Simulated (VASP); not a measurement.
## Au: relaxation of cell and atoms with PBEsol

Au:

```
Au
1.0
    -1.62060    1.62060    1.62060
     1.62060   -1.62060    1.62060
     1.62060    1.62060   -1.62060
Au
1
Direct
  0.00000 0.00000 0.00000
```

```
Program                : VASP 6.6.1
Task                   : relaxation of cell and atoms
Functional             : PBEsol
Potentials or basis    : VASP PAW PBE potentials, release 64 (Au)
Cutoff                 : 600 eV
k mesh                 : 18 × 18 × 18
Occupations            : gaussian, width 0.1 eV
Spin                   : no spin polarisation
Dipole correction      : no
Further INCAR settings : ALGO = Normal; EDIFF = 1e-06; IBRION = 2; EDIFFG = -0.005; NSW = 100; ISIF = 3
```

```yaml
Relaxed_volume: 17.02 Å³/atom
Relaxed_cell: a = 2.807 Å, b = 2.807 Å, c = 2.807 Å, α = 109.47°, β = 109.47°, γ = 109.47°
Space_group_after_relaxing_to_0.05_Å: Im-3m (No. 229)
Energy_gained_by_relaxing: 0.0 meV/atom
Ionic_steps: 3
Pressure_after_relaxing: 0.0 GPa
```

Final structure:
```xyz
1
Lattice="-1.6204 1.6204 1.6204 1.6204 -1.6204 1.6204 1.6204 1.6204 -1.6204" Properties=species:S:1:pos:R:3 pbc="T T T"
Au    0.0000    0.0000    0.0000
```

Levels at points of the mesh, in eV from the Fermi level:
```tsv
k point	band 2	band 3	band 4	band 5	band 6	band 7	band 8	band 9
(0.00, 0.00, 0.00)	-4.89	-4.89	-4.89	-2.94	-2.94	16.48	16.48	16.48
(0.50, 0.00, 0.00)	-6.00	-3.09	-2.73	-1.38	-0.72	3.54	12.33	13.87
(0.50, 0.50, 0.50)	-6.87	-1.77	-1.77	-1.77	6.23	6.23	6.23	9.70
```

Run time: 43 s on 1 thread of AMD EPYC 7R43 64-Core Processor (Zen 3) (shared host), peak memory 0.14 GiB.

Caveat: the PAW data sets were made with another functional, which shifts forces and pressure a little; spin-orbit coupling is left out, which moves the levels of the heavy elements.
